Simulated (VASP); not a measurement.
Here is a VASP 6.6.1 calculation.

Contents of POSCAR:

```
Cd
1.0
   -1.7843220000      1.7843220000      1.7843220000
    1.7843220000     -1.7843220000      1.7843220000
    1.7843220000      1.7843220000     -1.7843220000
Cd
1
Direct
    0.0000000000      0.0000000000      0.0000000000
```

The input INCAR.step1:

```
SYSTEM = Cd
  ALGO = Normal
  EDIFF = 1E-4
  ENCUT = 520
  GGA = PE
  ISMEAR = 0
  LASPH = .True.
  LCHARG = .False.
  LREAL = .False.
  LWAVE = .True.
  NBANDS = 12
  NELM = 100
  PREC = Accurate
  SIGMA = 0.15
```

Contents of INCAR.step2:

```
SYSTEM = Cd
  ALGO = Normal
  EDIFF = 1E-6
  ENCUT = 520
  ISIF = 2
  ISMEAR = 0
  ISTART = 1
  LASPH = .True.
  LCHARG = .False.
  LMIXTAU = .True.
  LREAL = .False.
  LWAVE = .False.
  METAGGA = R2SCAN
  NBANDS = 12
  NELM = 100
  PREC = Accurate
  SIGMA = 0.15
```

File KPOINTS:

```
k-points
0
Gamma
  18 18 18
  0 0 0
```

Potentials or basis: VASP PAW PBE potentials, release 64 (Cd).

Run with:

```bash
$ cat potpaw_PBE.64/Cd/POTCAR > POTCAR
$ cp INCAR.step1 INCAR
$ mpirun -np 1 vasp_std > vasp.out
$ cp INCAR.step2 INCAR
$ mpirun -np 1 vasp_std > vasp.out
```

(1) Estimate the pressure.

(2) Estimate the band gap on the k mesh.

Results:

(1) -1.0 GPa.

(2) zero (bands 6 and 7 overlap by 4.55 eV).

Caveat: the PAW data sets were made with another functional, which shifts forces and pressure a little.
